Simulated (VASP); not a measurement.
# C (P6_3/mmc) in VASP: a series of runs

Runs on C. Level: PBE+D3(BJ). Tasks: single point.

Program: VASP 6.6.1. These are calculated values, not measurements. Logs are shortened: lines on timing, memory, paths and dates and some standing lists are left out, and cuts for length are marked.

### Step 1. The cell of the first run

Symmetry: P6_3/mmc, No. 194, hexagonal system. The conventional cell has a = 2.619 Å, b = 2.619 Å, c = 5.971 Å, α = 90.00°, β = 90.00°, γ = 120.00°. C (site symmetry -6m2) has 3 C at 1.51 Å within 2.0 Å. Within 2.0 Å of C (site symmetry -6m2) lie 3 C at 1.51 Å.

### Step 2. Single point, PBE+D3(BJ) (volume 8.868 Å^3 an atom, c/a of the conventional cell 2.2797)

The input, INCAR:

```
SYSTEM = C
PREC = Accurate
ENCUT = 520
EDIFF = 1E-6
ISMEAR = 0
SIGMA = 0.15
LREAL = .False.
LASPH = .True.
NELM = 80
ALGO = Normal
ISIF = 2
LWAVE = .False.
LCHARG = .False.
GGA = PE
IVDW = 12
NBANDS = 16
```

The input, KPOINTS:

```
Automatic mesh
0
Gamma
  21 21 8
  0 0 0
```

The input, POSCAR:

```
C
1.0
    2.6191165324      0.0000000000      0.0000000000
   -1.3095582662      2.2682214525      0.0000000000
    0.0000000000      0.0000000000      5.9707999589
C
4
Direct
    0.0000000000      0.0000000000      0.0025000000
    0.0000000000      0.0000000000      0.5025000000
    0.3333333333      0.6666666667      0.0025000000
    0.6666666667      0.3333333333      0.5025000000
```

Potentials or basis: VASP PAW PBE potentials, release 64 (C).

On the command line:

```
> cat potpaw_PBE.64/C/POTCAR > POTCAR
> mpirun -np 1 vasp_std > vasp.out
```

OUTCAR:

```text
SYSTEM = C
   PREC = Accurate
   ENCUT = 520
   EDIFF = 1E-6
   ISMEAR = 0
   LREAL = .False.
   LASPH = .True.
   NELM = 80
   ISIF = 2
   GGA = PE
   IVDW = 12
 IVDW          = 12

 ion  position               nearest neighbor table
   1  0.000  0.000  0.002-   3 1.51   3 1.51   3 1.51
   2  0.000  0.000  0.502-   4 1.51   4 1.51   4 1.51
   3  0.333  0.667  0.002-   1 1.51   1 1.51   1 1.51
   4  0.667  0.333  0.502-   2 1.51   2 1.51   2 1.51

  LATTYP: Found a hexagonal cell.
 ALAT       =     2.6191165324
 C/A-ratio  =     2.2797000000

  Lattice vectors:

 A1 = (   2.6191165324,   0.0000000000,   0.0000000000)
 A2 = (  -1.3095582662,   2.2682214525,   0.0000000000)
 A3 = (   0.0000000000,   0.0000000000,   5.9707999589)

Analysis of symmetry for initial positions (statically):
=====================================================================
 Subroutine PRICEL returns:
 Original cell was already a primitive cell.

 Routine SETGRP: Setting up the symmetry group for a
 hexagonal supercell.

 Subroutine GETGRP returns: Found 24 space group operations
 (whereof  6 operations were pure point group operations)
 out of a pool of 24 trial point group operations.

The static configuration has the point symmetry C_3v.
 The point group associated with its full space group is D_6h.

Analysis of symmetry for dynamics (positions and initial velocities):
=====================================================================
 Subroutine PRICEL returns:
 Original cell was already a primitive cell.

 Routine SETGRP: Setting up the symmetry group for a
 hexagonal supercell.

 Subroutine GETGRP returns: Found 24 space group operations
 (whereof  6 operations were pure point group operations)
 out of a pool of 24 trial point group operations.

The dynamic configuration has the point symmetry C_3v.
 The point group associated with its full space group is D_6h.

 Subroutine INISYM returns: Found 24 space group operations
 (whereof  6 operations are pure point group operations),
 and found     1 'primitive' translations

----------------------------------------------------------------------------------------

                                     Primitive cell

  volume of cell :      35.4709

  direct lattice vectors                    reciprocal lattice vectors
     2.619116532  0.000000000  0.000000000     0.381808136  0.220437030  0.000000000
    -1.309558266  2.268221453  0.000000000     0.000000000  0.440874060  0.000000000
     0.000000000  0.000000000  5.970799959     0.000000000  0.000000000  0.167481746

  length of vectors
     2.619116532  2.619116532  5.970799959     0.440874060  0.440874060  0.167481746

  position of ions in fractional coordinates (direct lattice)
     0.000000000  0.000000000  0.002500000
     0.000000000  0.000000000  0.502500000
     0.333333333  0.666666667  0.002500000
     0.666666667  0.333333333  0.502500000

  ion indices of the primitive-cell ions
   primitive index   ion index
                 1           1
                 2           2
                 3           3
                 4           4

----------------------------------------------------------------------------------------

 KPOINTS: Automatic mesh

Automatic generation of k-mesh.
 Grid dimensions read from file:
 generate k-points for:   21   21    8

 Generating k-lattice:

  Cartesian coordinates                     Fractional coordinates (reciprocal lattice)
     0.018181340  0.010497001  0.000000000     0.047619048  0.000000000  0.000000000
     0.000000000  0.020994003  0.000000000     0.000000000  0.047619048  0.000000000
     0.000000000  0.000000000  0.020935218     0.000000000  0.000000000  0.125000000

  Length of vectors
     0.020994003  0.020994003  0.020935218

  Shift w.r.t. Gamma in fractional coordinates (k-lattice)
     0.000000000  0.000000000  0.000000000

 Subroutine IBZKPT returns following result:
 ===========================================

 Found    240 irreducible k-points:

 Following reciprocal coordinates:
            Coordinates               Weight
  0.000000  0.000000  0.000000      1.000000
  0.047619  0.000000  0.000000      6.000000
  0.095238  0.000000  0.000000      6.000000
  0.142857 -0.000000  0.000000      6.000000
  0.190476  0.000000  0.000000      6.000000
  0.238095 -0.000000  0.000000      6.000000
[... 16 lines left out ...]
  0.142857  0.095238  0.000000     12.000000
  0.190476  0.095238  0.000000     12.000000
 [... further k-points ...]
   k-points           NKPTS =    240   k-points in BZ     NKDIM =    240   number of bands    NBANDS=     16
   number of dos      NEDOS =    301   number of ions     NIONS =      4
   total plane-waves  NPLWV =  19200
   dimension x,y,z NGX =    20 NGY =   20 NGZ =   48
   dimension x,y,z NGXF=    40 NGYF=   40 NGZF=   96
   ions per type =               4
   NGX,Y,Z   is equivalent  to a cutoff of  12.69, 12.69, 13.36 a.u.
   NGXF,Y,Z  is equivalent  to a cutoff of  25.39, 25.39, 26.73 a.u.
 SYSTEM =  C
   PREC   = accura    normal or accurate (medium, high low for compatibility)
   ISTART =      0    job   : 0-new  1-cont  2-samecut
   ICHARG =      2    charge: 1-file 2-atom 10-const
   ISPIN  =      1    spin polarized calculation?
   LNONCOLLINEAR =      F non collinear calculations
   LSORBIT =      F    spin-orbit coupling
   LASPH  =      T    aspherical Exc in radial PAW
   ENCUT  =  520.0 eV  38.22 Ry    6.18 a.u.   4.87  4.87 11.10*2*pi/ulx,y,z
   NELM   =     80;   NELMIN=  2; NELMDL= -5     # of ELM steps
   EDIFF  = 0.1E-05   stopping-criterion for ELM
   LREAL  =      F    real-space projection
   EDIFFG = 0.1E-04   stopping-criterion for IOM
   NSW    =      0    number of steps for IOM
   IBRION =     -1    ionic relax: 0-MD 1-quasi-New 2-CG
   NFREE  =      0    steps in history (QN), initial steepest desc. (CG)
   ISIF   =      2    stress and relaxation
   ISYM   =      2    0-nonsym 1-usesym 2-fastsym
   POTIM  = 0.5000    time-step for ionic-motion
   TEBEG  =    0.0;   TEEND  =   0.0 temperature during run
   PSTRESS=    0.0 pullay stress
   NELECT =      16.0000    total number of electrons
   NUPDOWN=      -1.0000    fix difference up-down
   EMIN   =  10.00;   EMAX   =-10.00  energy-range for DOS
   EFERMI =   0.00;   METHOD = LEGACY
   ISMEAR =     0;   SIGMA  =   0.15  broadening in eV -4-tet -1-fermi 0-gaus
   EFERMI_NEDOS =   21; number of points for ismear=-14 and -15
   IALGO  =     38    algorithm
   IMIX   =      4    mixing-type and parameters
     AMIX     =   0.40;   BMIX     =  1.00
     AMIX_MAG =   1.60;   BMIX_MAG =  1.00
  volume/ion in A,a.u.               =       8.87        59.84
  Fermi-wavevector in a.u.,A,eV,Ry     =   1.255521  2.372590 21.447304  1.576332
  Thomas-Fermi vector in A             =   2.389273
   LORBIT       =      0    0 simple, 1 ext, 2 COOP (PROOUT), +10 PAW based schemes
   GGA     = PE    functional components
   LHFCALC =     F    Hartree Fock is set to
   AEXX    =    0.0000 exact exchange contribution
   IVDW    =    12    specifies the selected vdW correction
   LEPSILON=     F    determine dielectric tensor
   LRPA    =     F    only Hartree local field effects (RPA)
 non-spin polarized calculation
 Gauss-broadening in eV      SIGMA  =   0.15
  energy-cutoff  :      520.00
  volume of cell :       35.47
 maximum number of plane-waves:       981
 NGX is ok and might be reduce to    20
   NGX =  9   NGY =  9   NGZ = 23

 number of electron      16.0000001 magnetization

 Free energy of the ion-electron system (eV)
  ---------------------------------------------------
  ext. energy  EPLUGINS =         0.00000000
  ---------------------------------------------------
  free energy    TOTEN  =       -35.77653067 eV

  energy without entropy =      -35.77563503  energy(sigma->0) =      -35.77608285

 E-fermi :   4.6157     XC(G=0): -10.7155

 val. band max:        4.6106649439   @ k =   0.3333   0.3333   0.5000
 cond. band min:       4.6579888481   @ k =   0.3333   0.3333   0.3750
 fundamental gap:      0.0473239042
 Fermi energy:         4.6156627439

 k-point     1 :       0.0000    0.0000    0.0000
  band No.  band energies     occupation
      1     -13.8010      2.00000
      2     -13.0587      2.00000
      3      -3.3456      2.00000
      4       0.1899      2.00000
      5       1.5995      2.00000
      6       1.5995      2.00000
[... 8 lines left out ...]
     15      13.5774      0.00000
     16      13.7698      0.00000

 k-point     2 :       0.0476    0.0000    0.0000
  band No.  band energies     occupation
      1     -13.7521      2.00000
      2     -13.0116      2.00000
      3      -3.2880      2.00000
      4       0.2399      2.00000
      5       1.3800      2.00000
      6       1.4740      2.00000
[... 8 lines left out ...]
     15      13.6136      0.00000
     16      13.6999      0.00000

 k-point     3 :       0.0952    0.0000    0.0000
  band No.  band energies     occupation
      1     -13.6053      2.00000
      2     -12.8705      2.00000
      3      -3.1156      2.00000
      4       0.3890      2.00000
      5       0.7743      2.00000
      6       0.9104      2.00000
[... 8 lines left out ...]
     15      13.6731      0.00000
     16      13.8142      0.00000

 k-point     4 :       0.1429   -0.0000    0.0000
  band No.  band energies     occupation
      1     -13.3614      2.00000
      2     -12.6360      2.00000
      3      -2.8294      2.00000
      4      -0.1072      2.00000
      5       0.0801      2.00000
      6       0.6347      2.00000
[... 8 lines left out ...]
     15      13.5753      0.00000
     16      14.3571      0.00000
[... 324 lines left out ...]
 k-point    22 :       0.0952    0.0952    0.0000
  band No.  band energies     occupation
      1     -13.2155      2.00000
      2     -12.4957      2.00000
      3      -2.6585      2.00000
      4      -0.4239      2.00000
      5      -0.2964      2.00000
      6       0.5171      2.00000
[... 8 lines left out ...]
     15      13.1067      0.00000
     16      15.2457      0.00000

 k-point    23 :       0.1429    0.0952    0.0000
  band No.  band energies     occupation
      1     -12.8764      2.00000
      2     -12.1699      2.00000
      3      -2.2624      2.00000
      4      -1.3221      2.00000
      5      -1.1480      2.00000
      6      -0.0104      2.00000
[... 8 lines left out ...]
     15      13.7257      0.00000
     16      16.3963      0.00000

 k-point    24 :       0.1905    0.0952    0.0000
  band No.  band energies     occupation
      1     -12.4432      2.00000
      2     -11.7539      2.00000
      3      -2.3559      2.00000
      4      -2.1120      2.00000
      5      -1.7588      2.00000
      6      -0.5275      2.00000
[... 8 lines left out ...]
     15      14.7201      0.00000
     16      17.5801      0.00000

 [... further k-points ...]

------------------------ aborting loop because EDIFF is reached ----------------------------------------

 Edisp (eV)   -0.66784

 E8    (eV) :    -0.1922

  FORCE on cell =-STRESS in cart. coord.  units (eV):
  Direction    XX          YY          ZZ          XY          YZ          ZX
  --------------------------------------------------------------------------------------
  -------------------------------------------------------------------------------------
  Total     -14.74538   -14.74538     1.74849    -0.00000     0.00000     0.00000
  in kB    -666.02991  -666.02991    78.97725    -0.00000     0.00000     0.00000
  external pressure =     -417.69 kB  Pullay stress =        0.00 kB

 VOLUME and BASIS-vectors are now :
 -----------------------------------------------------------------------------
  energy-cutoff  :      520.00
  volume of cell :       35.47
      direct lattice vectors                 reciprocal lattice vectors
     2.619116532  0.000000000  0.000000000     0.381808136  0.220437030  0.000000000
    -1.309558266  2.268221453  0.000000000     0.000000000  0.440874060  0.000000000
     0.000000000  0.000000000  5.970799959     0.000000000  0.000000000  0.167481746

 POSITION                                       TOTAL-FORCE (eV/Angst)
 -----------------------------------------------------------------------------------
      0.00000      0.00000      0.01493         0.000000     -0.000000      0.000000
      0.00000      0.00000      3.00033        -0.000000      0.000000     -0.000000
     -0.00000      1.51215      0.01493        -0.000000      0.000000     -0.000000
      1.30956      0.75607      3.00033         0.000000     -0.000000     -0.000000
 -----------------------------------------------------------------------------------
    total drift:                                0.000000      0.000000      0.000010

  FREE ENERGIE OF THE ION-ELECTRON SYSTEM (eV)
  ---------------------------------------------------
  free  energy   TOTEN  =       -36.4443720068 eV

  energy  without entropy=      -36.4434763636  energy(sigma->0) =      -36.44392419
```

It took 79 s on 1 thread of Intel Xeon 6975P-C, shared host; peak memory 0.23 GiB.

Results:

* Free energy: -36.4444 eV
* Pressure: -41.8 GPa
* Band gap on the k mesh: zero (band 8 reaches 4.66 eV, above the bottom of band 9 at 4.54 eV)
* Dispersion energy per atom: -0.167 eV

Stress tensor (GPa, compression positive):
```
-66.60   0.00   0.00
  0.00 -66.60   0.00
  0.00   0.00   7.90
```

Levels at points of the mesh, in eV from the Fermi level:
```tsv
k point	band 4	band 5	band 6	band 7	band 8	band 9	band 10	band 11	band 12	band 13
(0.00, 0.00, 0.00)	-4.43	-3.02	-3.02	-2.94	-2.94	6.36	7.20	7.20	7.36	7.36
(0.00, 0.00, 0.50)	-6.40	-2.98	-2.98	-2.98	-2.98	7.27	7.27	7.27	7.27	8.66
```

### Step 3. Single point, PBE+D3(BJ) (volume 8.868 Å^3 an atom, c/a of the conventional cell 2.4969)

The input, INCAR:

```
PREC = Accurate
ENCUT = 520
EDIFF = 1E-6
ISMEAR = 0
SIGMA = 0.15
LREAL = False
LASPH = True
NELM = 100
ALGO = Normal
ISIF = 2
LWAVE = False
LCHARG = True
GGA = PE
IVDW = 12
LELF = True
LVHAR = True
NBANDS = 16
```

The input, KPOINTS:

```
regular mesh
0
Gamma
  21 21 8
```

The input, POSCAR:

```
C
1.0
    2.5408576728      0.0000000000      0.0000000000
   -1.2704288364      2.2004472921      0.0000000000
    0.0000000000      0.0000000000      6.3442675233
C
4
Direct
    0.0000000000      0.0000000000      0.0025000000
    0.0000000000      0.0000000000      0.5025000000
    0.3333333333      0.6666666667      0.0025000000
    0.6666666667      0.3333333333      0.5025000000
```

Potentials or basis: VASP PAW PBE potentials, release 64 (C).

On the command line:

```
> cat potpaw_PBE.64/C/POTCAR > POTCAR
> mpirun -np 1 vasp_std > vasp.out
```

Wall time 75 s (1 thread of Intel Xeon 6975P-C, shared host); peak memory 0.23 GiB.

It converged, with:

```yaml
Free_energy: -37.2095 eV
Pressure: -23.0 GPa
Band_gap_on_the_k_mesh: zero (band 8 reaches 4.64 eV, above the bottom of band 9 at 4.58 eV)
Dispersion_energy_per_atom: -0.163 eV
```

Stress tensor (GPa, compression positive):
```
-35.94   0.00   0.00
  0.00 -35.94   0.00
  0.00   0.00   2.96
```

Levels at points of the mesh, in eV from the Fermi level:
```
           k point  band 6  band 7  band 8  band 9  band 10  band 11
(0.00, 0.00, 0.00)   -3.02   -2.98   -2.98    5.20     7.75     7.75
(0.00, 0.00, 0.50)   -3.00   -3.00   -3.00    7.80     7.80     7.80
```
